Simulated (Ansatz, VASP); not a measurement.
Ba in VASP and in Ansatz

```xyz
1
Lattice="-2.5125 2.5125 2.5125 2.5125 -2.5125 2.5125 2.5125 2.5125 -2.5125" Properties=species:S:1:pos:R:3 pbc="T T T"
Ba    0.0000    0.0000    0.0000
```

Alike in both runs: functional PBE; k mesh 11 × 11 × 11; occupations fermi-dirac, width 0.08 eV; no spin polarisation.

Ansatz relaxed the structure, and its values are those at the end. VASP's run is a single point on that final structure, the one shown.

|  | VASP | Ansatz |
| --- | --- | --- |
| version | VASP 6.6.1 | Ansatz 0.2.0 |
| potentials or method | VASP PAW PBE potentials, release 64 (Ba_sv) | PAW with Ansatz's default frozen-core files, scalar-relativistic |
| plane-wave cutoff (eV) | 520 | 420 |
| valence electrons in the cell | 10 | 10 |

|  | VASP | Ansatz | Ansatz less VASP |
| --- | --- | --- | --- |
| pressure (GPa) | 0.0 | 0.0 | -0.05 |

Spin-orbit coupling is off throughout.
